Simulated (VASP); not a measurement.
# Nb3As4 (P-43m) in VASP: notebook, part 3 of 3

VASP 6.6.1.

## Step 6: Single point, PBE, collinear spin

This run uses another cell than the first one, of 24.04 Å³/atom.

The input, INCAR:

```
SYSTEM = Nb3As4
PREC = Accurate
ENCUT = 520
EDIFF = 1E-6
ISMEAR = 0
SIGMA = 0.1
LREAL = .False.
LASPH = .True.
NELM = 150
ALGO = Normal
ISIF = 2
LWAVE = .False.
LCHARG = .False.
ISPIN = 2
MAGMOM = 1 1 1 0 0 0 0
LORBIT = 11
LMAXMIX = 4
GGA = PE
NBANDS = 42
```

The input, KPOINTS:

```
Automatic mesh
0
Gamma
  4 4 4
  0 0 0
```

The input, POSCAR:

```
Nb3As4
1.0
    5.5211758565      0.0000000000      0.0000000000
    0.0000000000      5.5211758565      0.0000000000
    0.0000000000      0.0000000000      5.5211758565
Nb As
3 4
Direct
    0.0000000000      0.0000000000      0.5000000000
    0.5000000000      0.0000000000      0.0000000000
    0.0000000000      0.5000000000      0.0000000000
    0.7177323697      0.7177323697      0.7177323697
    0.2822676303      0.2822676303      0.7177323697
    0.2822676303      0.7177323697      0.2822676303
    0.7177323697      0.2822676303      0.2822676303
```

Potentials or basis: VASP PAW PBE potentials, release 64 (Nb_sv, As).

Run with:

```bash
$ cat potpaw_PBE.64/Nb_sv/POTCAR potpaw_PBE.64/As/POTCAR > POTCAR
$ mpirun -np 1 vasp_std > vasp.out
```

OUTCAR:

```text
SYSTEM = Nb3As4
   PREC = Accurate
   ENCUT = 520
   EDIFF = 1E-6
   ISMEAR = 0
   LREAL = .False.
   LASPH = .True.
   NELM = 150
   ISIF = 2
   ISPIN = 2
   LORBIT = 11
   GGA = PE

 ion  position               nearest neighbor table
   1  0.000  0.000  0.500-   4 2.51   5 2.51   6 2.51   7 2.51
   2  0.500  0.000  0.000-   4 2.51   5 2.51   6 2.51   7 2.51
   3  0.000  0.500  0.000-   4 2.51   5 2.51   6 2.51   7 2.51
   4  0.718  0.718  0.718-   1 2.51   2 2.51   3 2.51
   5  0.282  0.282  0.718-   1 2.51   2 2.51   3 2.51
   6  0.282  0.718  0.282-   1 2.51   2 2.51   3 2.51
   7  0.718  0.282  0.282-   1 2.51   2 2.51   3 2.51

  LATTYP: Found a simple cubic cell.
 ALAT       =     5.5211758565

  Lattice vectors:

 A1 = (   5.5211758565,   0.0000000000,   0.0000000000)
 A2 = (   0.0000000000,   5.5211758565,   0.0000000000)
 A3 = (   0.0000000000,   0.0000000000,   5.5211758565)

Analysis of symmetry for initial positions (statically):
=====================================================================
 Subroutine PRICEL returns:
 Original cell was already a primitive cell.

 Routine SETGRP: Setting up the symmetry group for a
 simple cubic supercell.

 Subroutine GETGRP returns: Found 24 space group operations
 (whereof 24 operations were pure point group operations)
 out of a pool of 48 trial point group operations.

The static configuration has the point symmetry T_d .

Analysis of symmetry for dynamics (positions and initial velocities):
=====================================================================
 Subroutine PRICEL returns:
 Original cell was already a primitive cell.

 Routine SETGRP: Setting up the symmetry group for a
 simple cubic supercell.

 Subroutine GETGRP returns: Found 24 space group operations
 (whereof 24 operations were pure point group operations)
 out of a pool of 48 trial point group operations.

The dynamic configuration has the point symmetry T_d .

Analysis of structural, dynamic, and magnetic symmetry:
=====================================================================
 Subroutine PRICEL returns:
 Original cell was already a primitive cell.

 Routine SETGRP: Setting up the symmetry group for a
 simple cubic supercell.

 Subroutine GETGRP returns: Found 24 space group operations
 (whereof 24 operations were pure point group operations)
 out of a pool of 48 trial point group operations.

The overall configuration has the point symmetry T_d .

 Subroutine INISYM returns: Found 24 space group operations
 (whereof 24 operations are pure point group operations),
 and found     1 'primitive' translations

----------------------------------------------------------------------------------------

                                     Primitive cell

  volume of cell :     168.3041

  direct lattice vectors                    reciprocal lattice vectors
     5.521175857  0.000000000  0.000000000     0.181120838  0.000000000  0.000000000
     0.000000000  5.521175857  0.000000000     0.000000000  0.181120838  0.000000000
     0.000000000  0.000000000  5.521175857     0.000000000  0.000000000  0.181120838

  length of vectors
     5.521175857  5.521175857  5.521175857     0.181120838  0.181120838  0.181120838
[... 85 lines left out ...]
   TEBEG  =    0.0;   TEEND  =   0.0 temperature during run
   PSTRESS=    0.0 pullay stress
   NELECT =      59.0000    total number of electrons
   NUPDOWN=      -1.0000    fix difference up-down
   EMIN   =  10.00;   EMAX   =-10.00  energy-range for DOS
   EFERMI =   0.00;   METHOD = LEGACY
   ISMEAR =     0;   SIGMA  =   0.10  broadening in eV -4-tet -1-fermi 0-gaus
   EFERMI_NEDOS =   21; number of points for ismear=-14 and -15
   IALGO  =     38    algorithm
   IMIX   =      4    mixing-type and parameters
     AMIX     =   0.40;   BMIX     =  1.00
     AMIX_MAG =   1.60;   BMIX_MAG =  1.00
  volume/ion in A,a.u.               =      24.04       162.25
  Fermi-wavevector in a.u.,A,eV,Ry     =   1.154323  2.181354 18.129233  1.332461
  Thomas-Fermi vector in A             =   2.290960
   LORBIT       =     11    0 simple, 1 ext, 2 COOP (PROOUT), +10 PAW based schemes
   GGA     = PE    functional components
   LHFCALC =     F    Hartree Fock is set to
   AEXX    =    0.0000 exact exchange contribution
   IVDW    =     0    specifies the selected vdW correction
   LEPSILON=     F    determine dielectric tensor
   LRPA    =     F    only Hartree local field effects (RPA)
 spin polarized calculation
 Gauss-broadening in eV      SIGMA  =   0.10
  energy-cutoff  :      520.00
  volume of cell :      168.30
 maximum number of plane-waves:      4632
 NGX is ok and might be reduce to    42
   NGX = 21   NGY = 21   NGZ = 21

 number of electron      59.0000010 magnetization      -0.0017553

 number of electron      59.0000010 magnetization       0.0001977

 Free energy of the ion-electron system (eV)
  ---------------------------------------------------
  ext. energy  EPLUGINS =         0.00000000
  ---------------------------------------------------
  free energy    TOTEN  =       -47.78236875 eV

  energy without entropy =      -47.75654925  energy(sigma->0) =      -47.76945900

 E-fermi :   5.5387     XC(G=0):  -9.9940

 val. band max:        5.4995903138   @ k =   0.5000   0.2500   0.0000
 cond. band min:       5.5431538619   @ k =   0.0000   0.0000   0.0000
 fundamental gap:      0.0435635481
 Fermi energy:         5.5387043276

 spin component 1

 k-point     1 :       0.0000    0.0000    0.0000
  band No.  band energies     occupation
      1     -49.8203      1.00000
      2     -49.8134      1.00000
      3     -49.8134      1.00000
      4     -25.9516      1.00000
      5     -25.9516      1.00000
      6     -25.9516      1.00000
[... 429 lines left out ...]
     40       9.0135      0.00000
     41       9.0135      0.00000
 Fermi energy:         5.5387043276

 spin component 2

 k-point     1 :       0.0000    0.0000    0.0000
  band No.  band energies     occupation
      1     -49.8203      1.00000
      2     -49.8135      1.00000
      3     -49.8135      1.00000
      4     -25.9516      1.00000
      5     -25.9516      1.00000
      6     -25.9516      1.00000
[... 429 lines left out ...]
     40       9.0135      0.00000
     41       9.0135      0.00000
 [bands above 41 left out]

------------------------ aborting loop because EDIFF is reached ----------------------------------------

  FORCE on cell =-STRESS in cart. coord.  units (eV):
  Direction    XX          YY          ZZ          XY          YZ          ZX
  --------------------------------------------------------------------------------------
  -------------------------------------------------------------------------------------
  Total        0.0753256      0.0753256      0.0753256     -0.0000000     -0.0000000      0.0000000
  in kB        0.7170647      0.7170647      0.7170647     -0.0000000     -0.0000000      0.0000000
  external PRESSURE =       0.7170647 kB  Pullay stress =       0.0000000 kB

 VOLUME and BASIS-vectors are now :
 -----------------------------------------------------------------------------
  energy-cutoff  :      520.00
  volume of cell :      168.30
      direct lattice vectors                 reciprocal lattice vectors
     5.521175857  0.000000000  0.000000000     0.181120838  0.000000000  0.000000000
     0.000000000  5.521175857  0.000000000     0.000000000  0.181120838  0.000000000
     0.000000000  0.000000000  5.521175857     0.000000000  0.000000000  0.181120838

 POSITION                                       TOTAL-FORCE (eV/Angst)
 -----------------------------------------------------------------------------------
      0.00000      0.00000      2.76059         0.000000     -0.000000     -0.000000
      2.76059      0.00000      0.00000        -0.000000     -0.000000     -0.000000
      0.00000      2.76059      0.00000        -0.000000     -0.000000     -0.000000
      3.96273      3.96273      3.96273        -0.005730     -0.005730     -0.005730
      1.55845      1.55845      3.96273         0.005730      0.005730     -0.005730
      1.55845      3.96273      1.55845         0.005730     -0.005730      0.005730
      3.96273      1.55845      1.55845        -0.005730      0.005730      0.005730
 -----------------------------------------------------------------------------------
    total drift:                                0.000000      0.000000     -0.000000

  FREE ENERGIE OF THE ION-ELECTRON SYSTEM (eV)
  ---------------------------------------------------
  free  energy   TOTEN  =       -47.7823687496 eV

  energy  without entropy=      -47.7565492530  energy(sigma->0) =      -47.76945900

 total charge

# of ion       s       p       d       tot
------------------------------------------
    1        2.175   5.980   2.464  10.620
    2        2.175   5.980   2.464  10.620
    3        2.175   5.980   2.464  10.620
    4        1.246   1.566   0.046   2.858
    5        1.246   1.566   0.046   2.858
    6        1.246   1.566   0.046   2.858
    7        1.246   1.566   0.046   2.858
--------------------------------------------------
tot         11.510  24.203   7.578  43.291

 magnetization (x)

# of ion       s       p       d       tot
------------------------------------------
    1        0.000   0.000   0.000   0.000
    2        0.000   0.000   0.000   0.000
    3        0.000   0.000   0.000   0.000
    4        0.000  -0.000   0.000  -0.000
    5        0.000  -0.000   0.000  -0.000
    6        0.000  -0.000   0.000  -0.000
    7        0.000  -0.000   0.000  -0.000
--------------------------------------------------
tot          0.000  -0.000   0.000   0.000
```

Run time: 1.7 min. Hardware: 1 thread of Intel Xeon 6975P-C (Granite Rapids), shared host; peak memory 0.35 GiB.

Results:

```yaml
Free_energy: -47.7824 eV
Pressure: 0.1 GPa
Largest_force: 0.010 eV/Å
Net_moment: 0.00 μB per cell
Valence_electrons_inside_the_program's_atomic_spheres: Nb 10.62; As 2.86
```

Forces on the atoms (eV/Å):
```
Nb   0.000  0.000  0.000
Nb   0.000  0.000  0.000
Nb   0.000  0.000  0.000
As  -0.006 -0.006 -0.006
As   0.006  0.006 -0.006
As   0.006 -0.006  0.006
As  -0.006  0.006  0.006
```

Levels at points of the mesh, in eV from the Fermi level:
Spin up:
```csv
k point,band 26,band 27,band 28,band 29,band 30,band 31,band 32,band 33
"(0.00, 0.00, 0.00)",-1.18,-1.18,-1.18,0.00,0.41,0.41,0.54,0.54
"(0.50, 0.00, 0.00)",-1.61,-1.34,-1.34,-0.61,-0.15,-0.11,-0.11,0.67
"(0.50, 0.50, 0.00)",-1.78,-1.24,-1.24,-0.12,0.30,0.30,0.52,1.01
"(0.50, 0.50, 0.50)",-1.64,-1.64,-1.64,0.34,0.83,0.83,0.83,1.22
```
Spin down:
```
           k point  band 26  band 27  band 28  band 29  band 30  band 31  band 32  band 33
(0.00, 0.00, 0.00)    -1.18    -1.18    -1.18     0.00     0.41     0.41     0.54     0.54
(0.50, 0.00, 0.00)    -1.61    -1.34    -1.34    -0.61    -0.15    -0.11    -0.11     0.67
(0.50, 0.50, 0.00)    -1.78    -1.24    -1.24    -0.12     0.30     0.30     0.52     1.01
(0.50, 0.50, 0.50)    -1.64    -1.64    -1.64     0.34     0.83     0.83     0.83     1.22
```

## Step 7: The runs side by side

```csv
task,spin,cell,k mesh,cutoff (eV),gap on the mesh (eV),pressure (GPa),largest force (eV/Å)
single point,off,"a = 5.351 Å, 7 atoms, atomic positions A",4 × 4 × 4,520,none,11.7,1.29
single point,off,"a = 5.521 Å, 7 atoms, atomic positions B",4 × 4 × 4,520,none,0.1,0.01
single point,off,"a = 5.533 Å, 7 atoms, atomic positions C",8 × 8 × 8,520,none,0.0,0.01
relaxation of cell and atoms,off,"relaxed from a = 5.351 Å, 7 atoms, atomic positions A",4 × 4 × 4,600,none,0.0,0.01
single point,collinear,"a = 5.521 Å, 7 atoms, atomic positions B",4 × 4 × 4,520,none,0.1,0.01
```

Alike in all rows: level PBE; potentials or basis VASP PAW PBE potentials, release 64 (Nb_sv, As); smearing gaussian 0.1 eV.

Caveats: the cell stands under pressure (at least some runs); forces of over 1 eV/Å act on the atoms, so gaps and moduli don't describe the material at rest (at least some runs).

Absolute energies hang on the potentials; compare differences alone.
